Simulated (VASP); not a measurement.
# Ta (I4/mmm) in VASP: notebook

Runs on Ta. Level: PBE. Tasks: single point.

All numbers are computed with VASP 6.6.1; they aren't measurements. Logs are shortened: lines on timing, memory, paths and dates and some standing lists are left out, and cuts for length are marked.

### 1 The cell of the first run

It takes space group I4/mmm (No. 139, tetragonal). The conventional cell has a = 3.451 Å, b = 3.451 Å, c = 3.303 Å, α = 90.00°, β = 90.00°, γ = 90.00°. Ta (site symmetry 4/mmm) has 14 Ta at 2.95 to 3.45 Å within 3.9 Å.

### 2 Single point, PBE (strain +0.0450 x Voigt [1, 1, 0, 0, 0, 0])

Input file INCAR:

```
PREC = Accurate
ENCUT = 520
EDIFF = 1E-6
ISMEAR = 0
SIGMA = 0.15
LREAL = F
LASPH = T
NELM = 80
ALGO = Fast
ISIF = 2
LWAVE = F
LCHARG = T
GGA = PE
LELF = T
LVHAR = T
NBANDS = 12
```

Input file KPOINTS:

```
Automatic mesh
0
Gamma
  20 20 20
```

Input file POSCAR:

```
Ta
1.0
   -1.7255876000      1.7255876000      1.6512800000
    1.7255876000     -1.7255876000      1.6512800000
    1.7255876000      1.7255876000     -1.6512800000
Ta
1
Direct
    0.0000000000      0.0000000000      0.0000000000
```

Potentials or basis: VASP PAW PBE potentials, release 64 (Ta_pv).

The run is started by

```sh
$ cat potpaw_PBE.64/Ta_pv/POTCAR > POTCAR
$ mpirun -np 1 vasp_std > vasp.out
```

OUTCAR:

```text
PREC = Accurate
   ENCUT = 520
   EDIFF = 1E-6
   ISMEAR = 0
   LREAL = F
   LASPH = T
   NELM = 80
   ISIF = 2
   GGA = PE

 ion  position               nearest neighbor table
   1  0.000  0.000  0.000-

  LATTYP: Found a body centered tetragonal cell.
 ALAT       =     3.4511752000
 C/A-ratio  =     0.9569377990

  Lattice vectors:

 A1 = (  -1.7255876000,   1.7255876000,   1.6512800000)
 A2 = (   1.7255876000,  -1.7255876000,   1.6512800000)
 A3 = (   1.7255876000,   1.7255876000,  -1.6512800000)

Analysis of symmetry for initial positions (statically):
=====================================================================
 Subroutine PRICEL returns:
 Original cell was already a primitive cell.

 Routine SETGRP: Setting up the symmetry group for a
 body centered tetragonal supercell.

 Subroutine GETGRP returns: Found 16 space group operations
 (whereof 16 operations were pure point group operations)
 out of a pool of 16 trial point group operations.

The static configuration has the point symmetry D_4h.

Analysis of symmetry for dynamics (positions and initial velocities):
=====================================================================
 Subroutine PRICEL returns:
 Original cell was already a primitive cell.

 Routine SETGRP: Setting up the symmetry group for a
 body centered tetragonal supercell.

 Subroutine GETGRP returns: Found 16 space group operations
 (whereof 16 operations were pure point group operations)
 out of a pool of 16 trial point group operations.

The dynamic configuration has the point symmetry D_4h.

 Subroutine INISYM returns: Found 16 space group operations
 (whereof 16 operations are pure point group operations),
 and found     1 'primitive' translations

----------------------------------------------------------------------------------------

                                     Primitive cell

  volume of cell :      19.6678

  direct lattice vectors                    reciprocal lattice vectors
    -1.725587600  1.725587600  1.651280000     0.000000000  0.289756371  0.302795407
     1.725587600 -1.725587600  1.651280000     0.289756371  0.000000000  0.302795407
     1.725587600  1.725587600 -1.651280000     0.289756371  0.289756371  0.000000000

  length of vectors
     2.946528596  2.946528596  2.946528596     0.419098810  0.419098810  0.409777389

  position of ions in fractional coordinates (direct lattice)
     0.000000000  0.000000000  0.000000000

  ion indices of the primitive-cell ions
   primitive index   ion index
                 1           1

----------------------------------------------------------------------------------------

 KPOINTS: Automatic mesh

Automatic generation of k-mesh.
 Grid dimensions read from file:
 generate k-points for:   20   20   20

 Generating k-lattice:

  Cartesian coordinates                     Fractional coordinates (reciprocal lattice)
     0.000000000  0.014487819  0.015139770     0.050000000  0.000000000  0.000000000
     0.014487819  0.000000000  0.015139770     0.000000000  0.050000000  0.000000000
     0.014487819  0.014487819  0.000000000     0.000000000  0.000000000  0.050000000

  Length of vectors
     0.020954941  0.020954941  0.020488869

  Shift w.r.t. Gamma in fractional coordinates (k-lattice)
     0.000000000  0.000000000  0.000000000

 Subroutine IBZKPT returns following result:
 ===========================================

 Found    641 irreducible k-points:

 Following reciprocal coordinates:
            Coordinates               Weight
  0.000000  0.000000  0.000000      1.000000
  0.050000 -0.000000  0.000000      8.000000
  0.100000 -0.000000  0.000000      8.000000
  0.150000  0.000000 -0.000000      8.000000
  0.200000 -0.000000  0.000000      8.000000
  0.250000  0.000000  0.000000      8.000000
[... 16 lines left out ...]
 -0.400000  0.050000 -0.000000     16.000000
 -0.350000  0.050000  0.000000     16.000000
 [... further k-points ...]
   k-points           NKPTS =    641   k-points in BZ     NKDIM =    641   number of bands    NBANDS=     12
   number of dos      NEDOS =    301   number of ions     NIONS =      1
   total plane-waves  NPLWV =  13824
   dimension x,y,z NGX =    24 NGY =   24 NGZ =   24
   dimension x,y,z NGXF=    48 NGYF=   48 NGZF=   48
   ions per type =               1
   NGX,Y,Z   is equivalent  to a cutoff of  13.54, 13.54, 13.54 a.u.
   NGXF,Y,Z  is equivalent  to a cutoff of  27.08, 27.08, 27.08 a.u.
 SYSTEM =  unknown system
   PREC   = accura    normal or accurate (medium, high low for compatibility)
   ISTART =      0    job   : 0-new  1-cont  2-samecut
   ICHARG =      2    charge: 1-file 2-atom 10-const
   ISPIN  =      1    spin polarized calculation?
   LNONCOLLINEAR =      F non collinear calculations
   LSORBIT =      F    spin-orbit coupling
   LASPH  =      T    aspherical Exc in radial PAW
   ENCUT  =  520.0 eV  38.22 Ry    6.18 a.u.   5.48  5.48  5.48*2*pi/ulx,y,z
   NELM   =     80;   NELMIN=  2; NELMDL= -5     # of ELM steps
   EDIFF  = 0.1E-05   stopping-criterion for ELM
   LREAL  =      F    real-space projection
   EDIFFG = 0.1E-04   stopping-criterion for IOM
   NSW    =      0    number of steps for IOM
   IBRION =     -1    ionic relax: 0-MD 1-quasi-New 2-CG
   NFREE  =      0    steps in history (QN), initial steepest desc. (CG)
   ISIF   =      2    stress and relaxation
   ISYM   =      2    0-nonsym 1-usesym 2-fastsym
   POTIM  = 0.5000    time-step for ionic-motion
   TEBEG  =    0.0;   TEEND  =   0.0 temperature during run
   PSTRESS=    0.0 pullay stress
   NELECT =      11.0000    total number of electrons
   NUPDOWN=      -1.0000    fix difference up-down
   EMIN   =  10.00;   EMAX   =-10.00  energy-range for DOS
   EFERMI =   0.00;   METHOD = LEGACY
   ISMEAR =     0;   SIGMA  =   0.15  broadening in eV -4-tet -1-fermi 0-gaus
   EFERMI_NEDOS =   21; number of points for ismear=-14 and -15
   IALGO  =     68    algorithm
   IMIX   =      4    mixing-type and parameters
     AMIX     =   0.40;   BMIX     =  1.00
     AMIX_MAG =   1.60;   BMIX_MAG =  1.00
  volume/ion in A,a.u.               =      19.67       132.72
  Fermi-wavevector in a.u.,A,eV,Ry     =   1.348820  2.548901 24.753306  1.819317
  Thomas-Fermi vector in A             =   2.476458
   LORBIT       =      0    0 simple, 1 ext, 2 COOP (PROOUT), +10 PAW based schemes
   GGA     = PE    functional components
   LHFCALC =     F    Hartree Fock is set to
   AEXX    =    0.0000 exact exchange contribution
   IVDW    =     0    specifies the selected vdW correction
   LEPSILON=     F    determine dielectric tensor
   LRPA    =     F    only Hartree local field effects (RPA)
 non-spin polarized calculation
 RMM-DIIS sequential band-by-band and
 Gauss-broadening in eV      SIGMA  =   0.15
  energy-cutoff  :      520.00
  volume of cell :       19.67
 maximum number of plane-waves:       550
 NGX is ok and might be reduce to    24
   NGX = 11   NGY = 11   NGZ = 11

 number of electron      11.0000000 magnetization

 Free energy of the ion-electron system (eV)
  ---------------------------------------------------
  ext. energy  EPLUGINS =         0.00000000
  ---------------------------------------------------
  free energy    TOTEN  =       -11.75859530 eV

  energy without entropy =      -11.74223321  energy(sigma->0) =      -11.75041426

 E-fermi :   4.8097     XC(G=0): -12.1753

 val. band max:        4.8095602881   @ k =  -0.2000  -0.2000   0.1000
 cond. band min:       4.8143636325   @ k =   0.4000   0.2000   0.0000
 fundamental gap:      0.0048033444
 Fermi energy:         4.8096611016

 k-point     1 :       0.0000    0.0000    0.0000
  band No.  band energies     occupation
      1     -28.6294      2.00000
      2     -28.6294      2.00000
      3     -28.6190      2.00000
      4      -2.7743      2.00000
      5       5.1915      0.00032
      6       5.7064      0.00000
      7       5.7064      0.00000
      8       8.1200      0.00000
      9       8.8160      0.00000
     10      19.1554      0.00000
     11      19.1554      0.00000
     12      19.9329      0.00000

 k-point     2 :       0.0500   -0.0000    0.0000
  band No.  band energies     occupation
      1     -28.6480      2.00000
      2     -28.6368      2.00000
      3     -28.6237      2.00000
      4      -2.6718      2.00000
      5       5.2008      0.00023
      6       5.6826      0.00000
      7       5.7264      0.00000
      8       8.1051      0.00000
      9       8.7325      0.00000
     10      19.3335      0.00000
     11      19.3397      0.00000
     12      20.0888      0.00000

 k-point     3 :       0.1000   -0.0000    0.0000
  band No.  band energies     occupation
      1     -28.7131      2.00000
      2     -28.6584      2.00000
      3     -28.6258      2.00000
      4      -2.3713      2.00000
      5       5.1177      0.00368
      6       5.5907      0.00000
      7       5.9090      0.00000
      8       8.0565      0.00000
      9       8.5684      0.00000
     10      19.7165      0.00000
     11      19.8771      0.00000
     12      20.5601      0.00000
[... 286 lines left out ...]
 k-point    23 :      -0.4000    0.0500   -0.0000
  band No.  band energies     occupation
      1     -29.3707      2.00000
      2     -28.8870      2.00000
      3     -28.6462      2.00000
      4       0.6832      2.00000
      5       3.5944      2.00000
      6       4.9850      0.09832
      7       8.4753      0.00000
      8       9.0645      0.00000
      9      10.3334      0.00000
     10      16.6719      0.00000
     11      17.7472      0.00000
     12      19.1883      0.00000

 k-point    24 :      -0.3500    0.0500    0.0000
  band No.  band energies     occupation
      1     -29.2677      2.00000
      2     -28.8486      2.00000
      3     -28.6434      2.00000
      4       0.3285      2.00000
      5       3.8189      2.00000
      6       4.6709      1.80934
      7       8.3307      0.00000
      8       8.8500      0.00000
      9       9.3465      0.00000
     10      17.6516      0.00000
     11      18.9532      0.00000
     12      19.2130      0.00000

 [... further k-points ...]

------------------------ aborting loop because EDIFF is reached ----------------------------------------

  FORCE on cell =-STRESS in cart. coord.  units (eV):
  Direction    XX          YY          ZZ          XY          YZ          ZX
  --------------------------------------------------------------------------------------
  -------------------------------------------------------------------------------------
  Total       -1.6326982     -1.6326982     -1.2185256      0.0000000      0.0000000      0.0000000
  in kB     -133.0031003   -133.0031003    -99.2637099      0.0000000      0.0000000      0.0000000
  external PRESSURE =    -121.7566368 kB  Pullay stress =       0.0000000 kB

 VOLUME and BASIS-vectors are now :
 -----------------------------------------------------------------------------
  energy-cutoff  :      520.00
  volume of cell :       19.67
      direct lattice vectors                 reciprocal lattice vectors
    -1.725587600  1.725587600  1.651280000     0.000000000  0.289756371  0.302795407
     1.725587600 -1.725587600  1.651280000     0.289756371  0.000000000  0.302795407
     1.725587600  1.725587600 -1.651280000     0.289756371  0.289756371  0.000000000

 POSITION                                       TOTAL-FORCE (eV/Angst)
 -----------------------------------------------------------------------------------
      0.00000      0.00000      0.00000        -0.000000     -0.000000      0.000000
 -----------------------------------------------------------------------------------
    total drift:                                0.000000      0.000000      0.000000

  FREE ENERGIE OF THE ION-ELECTRON SYSTEM (eV)
  ---------------------------------------------------
  free  energy   TOTEN  =       -11.7585953034 eV

  energy  without entropy=      -11.7422332101  energy(sigma->0) =      -11.75041426
```

Run time: 3.1 min. Hardware: 1 thread of Intel Xeon 8259CL, shared host; peak memory 0.26 GiB.

What came out:

| Quantity | Value |
| --- | --- |
| Free energy | -11.7586 eV |
| Pressure | -12.2 GPa |
| Band gap on the k mesh | zero (an odd number of electrons rules out a gap without spin polarisation) |

Levels at points of the mesh, in eV from the Fermi level:
```tsv
k point	band 3	band 4	band 5	band 6	band 7	band 8	band 9	band 10
(0.00, 0.00, 0.00)	-33.43	-7.58	0.38	0.90	0.90	3.31	4.01	14.35
(0.50, 0.00, 0.00)	-33.45	-4.00	-1.48	1.32	3.61	4.69	6.96	10.43
(0.50, 0.50, 0.00)	-33.42	-4.05	-0.95	1.03	3.06	4.22	6.87	10.18
(0.50, 0.50, 0.50)	-33.99	-3.38	-3.27	6.07	6.07	6.23	7.52	7.52
```

Caveat: the cell differs from its parent crystal (strain +0.0450 x Voigt [1, 1, 0, 0, 0, 0]); the cell stands under tension; spin-orbit coupling is left out, which moves the levels of the heavy elements.

(Part 1 of 2 ends here.)
